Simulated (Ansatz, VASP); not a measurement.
Li2S in VASP and in Ansatz

```
Li S
1.0
     0.00000    2.84529    2.84529
     2.84529    0.00000    2.84529
     2.84529    2.84529    0.00000
Li S
2 1
Cartesian
  1.4226 1.4226 1.4226
  4.2679 4.2679 4.2679
  0.0000 0.0000 0.0000
```

Alike in both runs: task single point; functional PBE-based screened hybrid with a share of 0.2 of exact exchange and HFSCREEN = 0.1; k mesh 4 × 4 × 4; no spin polarisation.

|  | VASP | Ansatz |
| --- | --- | --- |
| version | VASP 6.6.1 | Ansatz 0.2.0 |
| potentials or method | VASP PAW PBE potentials, release 64 (Li_sv, S) | plane waves |
| plane-wave cutoff (eV) | 650 | 420 |
| occupations | gaussian, width 0.01 eV | fixed |
| valence electrons in the cell | 12 | 12 |

```tsv
	VASP	Ansatz	Ansatz less VASP
gap on the k mesh at the Fermi level (eV)	4.41	4.40	-0.008
pressure (GPa)	-0.5	-0.3	+0.24
```

VASP's potentials were made for PBE, not for PBE-based screened hybrid. Ansatz's warnings: stress exchange threshold loose, stress scf threshold loose.

The k mesh is coarse, so the values compare programs but aren't converged.
